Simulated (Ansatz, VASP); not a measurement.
## H7Rh2 in VASP and in Ansatz

```
H Rh
1.0
     4.22771    0.00000    0.00000
    -2.11385    3.66130    0.00000
     0.00000    0.00000    6.04928
H Rh
7 2
Cartesian
  2.9703 0.0000 3.0246
  -1.4851 2.5723 3.0246
  0.6287 1.0890 3.0246
  1.2574 0.0000 3.0246
  -0.6287 1.0890 3.0246
  1.4851 2.5723 3.0246
  0.0000 0.0000 0.0000
  0.0000 0.0000 1.7240
  0.0000 0.0000 4.3253
```

Alike in both runs: task relaxation of cell and atoms; functional PBE; k mesh 12 × 12 × 6; occupations gaussian, width 0.1 eV; no spin polarisation.

|  | VASP | Ansatz |
| --- | --- | --- |
| version | VASP 6.6.1 | Ansatz 0.2.0 |
| potentials or method | VASP PAW PBE potentials, release 64 (H, Rh_pv), cutoff 600 eV | scalar-relativistic, plane waves, PAW |
| valence electrons in the cell | 37 | 41 |

Ansatz gave:

```
gap on the k mesh at the Fermi level, each at its own relaxed structure (eV) : none
relaxed volume (Å³/atom)                                                     : 10.43
relaxed length of the cell vector where the two differ most in proportion (Å)              : 4.234
```

What did VASP give for the same quantities?

gap on the k mesh at the Fermi level, each at its own relaxed structure (eV): none; relaxed volume (Å³/atom): 10.41; relaxed length of the cell vector where the two differ most in proportion (Å): 4.229.

A gap of «none» marks a metal or a gap that the smearing closes. VASP's potentials hold 37 valence electrons a cell and Ansatz's 41, so a difference there can come from the potentials and not from the codes.
